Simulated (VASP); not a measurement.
Here is a VASP 6.6.1 calculation.

The input INCAR:

```
  ALGO = Normal
  EDIFF = 1E-6
  EDIFFG = -0.01
  ENCUT = 600
  GGA = PE
  IBRION = 2
  ISIF = 3
  ISMEAR = 0
  LASPH = T
  LCHARG = F
  LREAL = F
  LWAVE = F
  NELM = 80
  NSW = 100
  PREC = Accurate
  SIGMA = 0.1
```

File KPOINTS:

```
k-points
0
Gamma
  8 8 16
```

The input POSCAR:

```
CuH2
1.0
    4.7838267671      0.0000000000      0.0000000000
    0.0000000000      4.7875818551      0.0000000000
    0.0000000000      0.0000000000      2.3935356081
Cu H
2 4
Direct
    0.0000000000      0.0000000000      0.0000000000
    0.5000000000      0.5000000000      0.5000000000
    0.6652650311      0.6649055878      0.0000000000
    0.8347349689      0.1649055878      0.5000000000
    0.1652650311      0.8350944122      0.5000000000
    0.3347349689      0.3350944122      0.0000000000
```

Potentials or basis: VASP PAW PBE potentials, release 64 (Cu, H).

Command:

```bash
$ cat potpaw_PBE.64/Cu/POTCAR potpaw_PBE.64/H/POTCAR > POTCAR
$ mpirun -np 1 vasp_std > vasp.out
```

(1) What does it give for the band gap on the k mesh?

(2) Estimate the relaxed volume.

(3) What does it give for the space group after relaxing (to 0.1 Å)?

## Answers

(1) zero (bands 13 and 14 overlap by 5.18 eV).

(2) 9.15 Å³/atom.

(3) P4_2/mnm (No. 136).

Caveat: the cell differs from its parent crystal (atoms taken out).
